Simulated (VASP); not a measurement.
# CdGa (Fm-3m) in VASP: further runs

The runs below take CdGa through single point, with r2SCAN.

Program: VASP 6.6.1. These are calculated values, not measurements. Logs are shortened: lines on timing, memory, paths and dates and some standing lists are left out, and cuts for length are marked.

**1. The cell of the first run**

Symmetry: Fm-3m, No. 225, cubic system. Conventional cell: a = 5.659 Å, b = 5.659 Å, c = 5.659 Å, α = 90.00°, β = 90.00°, γ = 90.00°. Within 3.7 Å of Cd (site symmetry m-3m) lie 6 Ga at 2.83 Å. Ga (site symmetry m-3m) has 6 Cd at 2.83 Å within 3.7 Å.

**2. Single point, r2SCAN**

Contents of POSCAR:

```
CdGa
1.0
    0.0000000000      2.8295111719      2.8295111719
    2.8295111719      0.0000000000      2.8295111719
    2.8295111719      2.8295111719      0.0000000000
Cd Ga
1 1
Direct
    0.0000000000      0.0000000000      0.0000000000
    0.5000000000      0.5000000000      0.5000000000
```

Contents of INCAR.step1:

```
SYSTEM = CdGa
PREC = Accurate
ENCUT = 520
ISMEAR = 0
SIGMA = 0.1
LREAL = .FALSE.
LASPH = .TRUE.
NELM = 100
NBANDS = 20
GGA = PE
ALGO = Normal
EDIFF = 1E-4
LWAVE = .TRUE.
LCHARG = .FALSE.
```

Contents of INCAR.step2:

```
SYSTEM = CdGa
PREC = Accurate
ENCUT = 520
EDIFF = 1E-6
ISMEAR = 0
SIGMA = 0.1
LREAL = .FALSE.
LASPH = .TRUE.
NELM = 100
ALGO = Normal
ISIF = 2
LWAVE = .FALSE.
LCHARG = .FALSE.
METAGGA = R2SCAN
LMIXTAU = .TRUE.
NBANDS = 20
ISTART = 1
```

Contents of KPOINTS:

```
regular mesh
0
G
  18 18 18
  0 0 0
```

Potentials or basis: VASP PAW PBE potentials, release 64 (Cd, Ga_d).

On the command line:

```bash
cat potpaw_PBE.64/Cd/POTCAR potpaw_PBE.64/Ga_d/POTCAR > POTCAR
cp INCAR.step1 INCAR
mpirun -np 1 vasp_std > vasp.out
cp INCAR.step2 INCAR
mpirun -np 1 vasp_std > vasp.out
```

OUTCAR:

```text
SYSTEM = CdGa
   PREC = Accurate
   ENCUT = 520
   EDIFF = 1E-6
   ISMEAR = 0
   LREAL = .FALSE.
   LASPH = .TRUE.
   NELM = 100
   ISIF = 2
   METAGGA = R2SCAN
   ISTART = 1

 ion  position               nearest neighbor table
   1  0.000  0.000  0.000-   2 2.83   2 2.83   2 2.83   2 2.83   2 2.83   2 2.83
   2  0.500  0.500  0.500-   1 2.83   1 2.83   1 2.83   1 2.83   1 2.83   1 2.83

  LATTYP: Found a face centered cubic cell.
 ALAT       =     5.6590223438

  Lattice vectors:

 A1 = (   0.0000000000,   2.8295111719,   2.8295111719)
 A2 = (   2.8295111719,   0.0000000000,   2.8295111719)
 A3 = (   2.8295111719,   2.8295111719,   0.0000000000)

Analysis of symmetry for initial positions (statically):
=====================================================================
 Subroutine PRICEL returns:
 Original cell was already a primitive cell.

 Routine SETGRP: Setting up the symmetry group for a
 face centered cubic supercell.

 Subroutine GETGRP returns: Found 48 space group operations
 (whereof 48 operations were pure point group operations)
 out of a pool of 48 trial point group operations.

The static configuration has the point symmetry O_h .

Analysis of symmetry for dynamics (positions and initial velocities):
=====================================================================
 Subroutine PRICEL returns:
 Original cell was already a primitive cell.

 Routine SETGRP: Setting up the symmetry group for a
 face centered cubic supercell.

 Subroutine GETGRP returns: Found 48 space group operations
 (whereof 48 operations were pure point group operations)
 out of a pool of 48 trial point group operations.

The dynamic configuration has the point symmetry O_h .

 Subroutine INISYM returns: Found 48 space group operations
 (whereof 48 operations are pure point group operations),
 and found     1 'primitive' translations

----------------------------------------------------------------------------------------

                                     Primitive cell

  volume of cell :      45.3069

  direct lattice vectors                    reciprocal lattice vectors
     0.000000000  2.829511172  2.829511172    -0.176708968  0.176708968  0.176708968
     2.829511172  0.000000000  2.829511172     0.176708968 -0.176708968  0.176708968
     2.829511172  2.829511172  0.000000000     0.176708968  0.176708968 -0.176708968

  length of vectors
     4.001533074  4.001533074  4.001533074     0.306068911  0.306068911  0.306068911

  position of ions in fractional coordinates (direct lattice)
     0.000000000  0.000000000  0.000000000
     0.500000000  0.500000000  0.500000000

  ion indices of the primitive-cell ions
   primitive index   ion index
                 1           1
                 2           2

----------------------------------------------------------------------------------------

 KPOINTS: regular mesh

Automatic generation of k-mesh.
 Grid dimensions read from file:
 generate k-points for:   18   18   18

 Generating k-lattice:

  Cartesian coordinates                     Fractional coordinates (reciprocal lattice)
    -0.009817165  0.009817165  0.009817165     0.055555556  0.000000000  0.000000000
     0.009817165 -0.009817165  0.009817165     0.000000000  0.055555556  0.000000000
     0.009817165  0.009817165 -0.009817165     0.000000000  0.000000000  0.055555556

  Length of vectors
     0.017003828  0.017003828  0.017003828

  Shift w.r.t. Gamma in fractional coordinates (k-lattice)
     0.000000000  0.000000000  0.000000000

 Subroutine IBZKPT returns following result:
 ===========================================

 Found    195 irreducible k-points:

 Following reciprocal coordinates:
            Coordinates               Weight
  0.000000  0.000000  0.000000      1.000000
  0.055556  0.000000  0.000000      8.000000
  0.111111  0.000000  0.000000      8.000000
  0.166667  0.000000  0.000000      8.000000
  0.222222  0.000000  0.000000      8.000000
  0.277778  0.000000  0.000000      8.000000
[... 16 lines left out ...]
 -0.277778  0.055556  0.000000     24.000000
 -0.222222  0.055556  0.000000     24.000000
 [... further k-points ...]
   k-points           NKPTS =    195   k-points in BZ     NKDIM =    195   number of bands    NBANDS=     20
   number of dos      NEDOS =    301   number of ions     NIONS =      2
   total plane-waves  NPLWV =  27000
   dimension x,y,z NGX =    30 NGY =   30 NGZ =   30
   dimension x,y,z NGXF=    60 NGYF=   60 NGZF=   60
   ions per type =               1   1
   NGX,Y,Z   is equivalent  to a cutoff of  12.46, 12.46, 12.46 a.u.
   NGXF,Y,Z  is equivalent  to a cutoff of  24.93, 24.93, 24.93 a.u.
 SYSTEM =  CdGa
   PREC   = accura    normal or accurate (medium, high low for compatibility)
   ISTART =      1    job   : 0-new  1-cont  2-samecut
   ICHARG =      0    charge: 1-file 2-atom 10-const
   ISPIN  =      1    spin polarized calculation?
   LNONCOLLINEAR =      F non collinear calculations
   LSORBIT =      F    spin-orbit coupling
   LASPH  =      T    aspherical Exc in radial PAW
   ENCUT  =  520.0 eV  38.22 Ry    6.18 a.u.   7.44  7.44  7.44*2*pi/ulx,y,z
   NELM   =    100;   NELMIN=  2; NELMDL=  0     # of ELM steps
   EDIFF  = 0.1E-05   stopping-criterion for ELM
   LREAL  =      F    real-space projection
   EDIFFG = 0.1E-04   stopping-criterion for IOM
   NSW    =      0    number of steps for IOM
   IBRION =     -1    ionic relax: 0-MD 1-quasi-New 2-CG
   NFREE  =      0    steps in history (QN), initial steepest desc. (CG)
   ISIF   =      2    stress and relaxation
   ISYM   =      2    0-nonsym 1-usesym 2-fastsym
   POTIM  = 0.5000    time-step for ionic-motion
   TEBEG  =    0.0;   TEEND  =   0.0 temperature during run
   PSTRESS=    0.0 pullay stress
   NELECT =      25.0000    total number of electrons
   NUPDOWN=      -1.0000    fix difference up-down
   EMIN   =  10.00;   EMAX   =-10.00  energy-range for DOS
   EFERMI =   0.00;   METHOD = LEGACY
   ISMEAR =     0;   SIGMA  =   0.10  broadening in eV -4-tet -1-fermi 0-gaus
   EFERMI_NEDOS =   21; number of points for ismear=-14 and -15
   IALGO  =     38    algorithm
   IMIX   =      4    mixing-type and parameters
     AMIX     =   0.40;   BMIX     =  1.00
     AMIX_MAG =   1.60;   BMIX_MAG =  1.00
  volume/ion in A,a.u.               =      22.65       152.87
  Fermi-wavevector in a.u.,A,eV,Ry     =   1.342765  2.537458 24.531556  1.803018
  Thomas-Fermi vector in A             =   2.470893
   LORBIT       =      0    0 simple, 1 ext, 2 COOP (PROOUT), +10 PAW based schemes
   METAGGA = R2SCAN    functional components
   LHFCALC =     F    Hartree Fock is set to
   AEXX    =    0.0000 exact exchange contribution
   IVDW    =     0    specifies the selected vdW correction
   LEPSILON=     F    determine dielectric tensor
   LRPA    =     F    only Hartree local field effects (RPA)
 non-spin polarized calculation
 Gauss-broadening in eV      SIGMA  =   0.10
  energy-cutoff  :      520.00
  volume of cell :       45.31
 maximum number of plane-waves:      1243
 NGX is ok and might be reduce to    30
   NGX = 15   NGY = 15   NGZ = 15

 number of electron      24.9999986 magnetization

 Free energy of the ion-electron system (eV)
  ---------------------------------------------------
  ext. energy  EPLUGINS =         0.00000000
  ---------------------------------------------------
  free energy    TOTEN  =       -31.07974766 eV

  energy without entropy =      -31.07388380  energy(sigma->0) =      -31.07681573

 E-fermi :   3.0626     XC(G=0): -11.1865

 val. band max:        3.0435508676   @ k =  -0.3889   0.3333   0.1667
 cond. band min:       3.0633121705   @ k =   0.2778   0.1667   0.0556
 fundamental gap:      0.0197613029
 Fermi energy:         3.0625723624

 k-point     1 :       0.0000    0.0000    0.0000
  band No.  band energies     occupation
      1     -12.4163      2.00000
      2     -12.4163      2.00000
      3     -12.3688      2.00000
      4     -12.3688      2.00000
      5     -12.3688      2.00000
      6      -6.6356      2.00000
[... 12 lines left out ...]
     19      12.9100      0.00000
     20      13.6589      0.00000

 k-point     2 :       0.0556    0.0000    0.0000
  band No.  band energies     occupation
      1     -12.4155      2.00000
      2     -12.4155      2.00000
      3     -12.3686      2.00000
      4     -12.3681      2.00000
      5     -12.3681      2.00000
      6      -6.5898      2.00000
[... 12 lines left out ...]
     19      13.3526      0.00000
     20      13.3712      0.00000

 k-point     3 :       0.1111    0.0000    0.0000
  band No.  band energies     occupation
      1     -12.4130      2.00000
      2     -12.4130      2.00000
      3     -12.3678      2.00000
      4     -12.3660      2.00000
      5     -12.3660      2.00000
      6      -6.4550      2.00000
[... 12 lines left out ...]
     19      13.0957      0.00000
     20      13.1150      0.00000

 k-point     4 :       0.1667    0.0000    0.0000
  band No.  band energies     occupation
      1     -12.4093      2.00000
      2     -12.4093      2.00000
      3     -12.3666      2.00000
      4     -12.3627      2.00000
      5     -12.3627      2.00000
      6      -6.2578      2.00000
[... 12 lines left out ...]
     19      12.8402      0.00000
     20      13.3946      0.00000

 k-point     5 :       0.2222    0.0000    0.0000
  band No.  band energies     occupation
      1     -12.4049      2.00000
      2     -12.4049      2.00000
      3     -12.3652      2.00000
      4     -12.3585      2.00000
      5     -12.3584      2.00000
      6      -6.1630      2.00000
[... 12 lines left out ...]
     19      13.1460      0.00000
     20      13.9406      0.00000
[... 353 lines left out ...]
      6      -6.2581      2.00000
[... 12 lines left out ...]
     19      15.9902      0.00000
     20      16.1497      0.00000

 k-point    22 :      -0.3333    0.0556    0.0000
  band No.  band energies     occupation
      1     -12.3974      2.00000
      2     -12.3932      2.00000
      3     -12.3617      2.00000
      4     -12.3484      2.00000
      5     -12.3466      2.00000
      6      -6.2357      2.00000
[... 12 lines left out ...]
     19      14.9315      0.00000
     20      15.2006      0.00000

 k-point    23 :      -0.2778    0.0556    0.0000
  band No.  band energies     occupation
      1     -12.4012      2.00000
      2     -12.3967      2.00000
      3     -12.3632      2.00000
      4     -12.3531      2.00000
      5     -12.3505      2.00000
      6      -6.2064      2.00000
[... 12 lines left out ...]
     19      13.9524      0.00000
     20      14.3656      0.00000

 k-point    24 :      -0.2222    0.0556    0.0000
  band No.  band energies     occupation
      1     -12.4053      2.00000
      2     -12.4010      2.00000
      3     -12.3649      2.00000
      4     -12.3578      2.00000
      5     -12.3549      2.00000
      6      -6.1722      2.00000
[... 12 lines left out ...]
     19      13.2638      0.00000
     20      13.6661      0.00000

 [... further k-points ...]
[... 5 lines left out ...]
  --------------------------------------------------------------------------------------
  -------------------------------------------------------------------------------------
  Total        0.0645975      0.0645975      0.0645975      0.0000000     -0.0000000      0.0000000
  in kB        2.2843458      2.2843458      2.2843458      0.0000000     -0.0000000      0.0000000
  external PRESSURE =       2.2843458 kB  Pullay stress =       0.0000000 kB

 VOLUME and BASIS-vectors are now :
 -----------------------------------------------------------------------------
  energy-cutoff  :      520.00
  volume of cell :       45.31
      direct lattice vectors                 reciprocal lattice vectors
     0.000000000  2.829511172  2.829511172    -0.176708968  0.176708968  0.176708968
     2.829511172  0.000000000  2.829511172     0.176708968 -0.176708968  0.176708968
     2.829511172  2.829511172  0.000000000     0.176708968  0.176708968 -0.176708968

 POSITION                                       TOTAL-FORCE (eV/Angst)
 -----------------------------------------------------------------------------------
      0.00000      0.00000      0.00000         0.000000      0.000000      0.000000
      2.82951      2.82951      2.82951         0.000000     -0.000000      0.000000
 -----------------------------------------------------------------------------------
    total drift:                                0.000000      0.000000      0.000000

  FREE ENERGIE OF THE ION-ELECTRON SYSTEM (eV)
  ---------------------------------------------------
  free  energy   TOTEN  =       -31.0797476618 eV

  energy  without entropy=      -31.0738838044  energy(sigma->0) =      -31.07681573
```

Run time: 13 min. Hardware: 1 thread of Intel Xeon Platinum 8259CL at 2.50GHz (Skylake/Cascade Lake), shared host; peak memory 0.3 GiB.

What came out:

```yaml
Free_energy: -31.0797 eV
Pressure: 0.2 GPa
```

Levels at points of the mesh, in eV from the Fermi level:
| k point | band 9 | band 10 | band 11 | band 12 | band 13 | band 14 | band 15 | band 16 |
| --- | --- | --- | --- | --- | --- | --- | --- | --- |
| (0.00, 0.00, 0.00) | -9.13 | -9.12 | -9.12 | 3.25 | 3.25 | 3.25 | 5.80 | 9.37 |
| (0.50, 0.00, 0.00) | -9.00 | -9.00 | -6.64 | -4.78 | 4.01 | 4.01 | 5.46 | 5.46 |
| (0.50, 0.50, 0.00) | -8.94 | -8.94 | -4.69 | -3.31 | 0.08 | 0.08 | 0.58 | 5.53 |

Caveat: the PAW data sets were made with another functional, which shifts forces and pressure a little.

(Part 1 of 2 ends here.)
